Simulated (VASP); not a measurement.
Crystal: SiC.

```
Si C
1.0
     3.01291    0.00000    0.00000
    -1.50645    2.60925    0.00000
     0.00000    0.00000    9.86507
Si C
4 4
Cartesian
  0.0000 0.0000 1.8536
  0.0000 0.0000 6.7861
  0.0000 1.7395 4.3193
  1.5065 0.8698 9.2519
  0.0000 0.0000 0.0045
  0.0000 0.0000 4.9371
  0.0000 1.7395 2.4643
  1.5065 0.8698 7.3969
```

This cell differs from its parent crystal: volume scaled by 0.94.

Base run:

| Property | Result |
| --- | --- |
| Program | VASP 6.6.1 |
| Functional | PBEsol |
| Potentials or basis | VASP PAW PBE potentials, release 64 (Si, C) |
| Cutoff | 520 eV |
| k mesh | 10 × 10 × 3 |
| Occupations | fermi-dirac, width 0.05 eV |
| Spin | no spin polarisation |

Its results: band gap on the k mesh 2.12 eV, indirect (least direct gap 3.26 eV); pressure 16.5 GPa; largest force 0.027 eV/Å.

Q: After a change of settings the same cell gave: band gap on the k mesh 2.12 eV, indirect (least direct gap 3.26 eV); pressure 13.7 GPa; largest force 0.027 eV/Å. Which change was it?
A. functional from PBEsol to SVWN5; further incar settings from ALGO = Normal; EDIFF = 1e-07; NBANDS = 26 to ALGO = Normal; EDIFF = 1e-06; NBANDS = 26
B. functional from PBEsol to PBE
C. dispersion from none to D4
D. further incar settings from ALGO = Normal; EDIFF = 1e-07; NBANDS = 26 to ALGO = Normal; EDIFF = 1e-06; NBANDS = 26

A: C.

Dispersion adds attraction, which lowers the pressure at fixed volume and, as a term added to the energy, leaves the levels alone.

Caveats: the PAW data sets were made with another functional, which shifts forces and pressure a little.
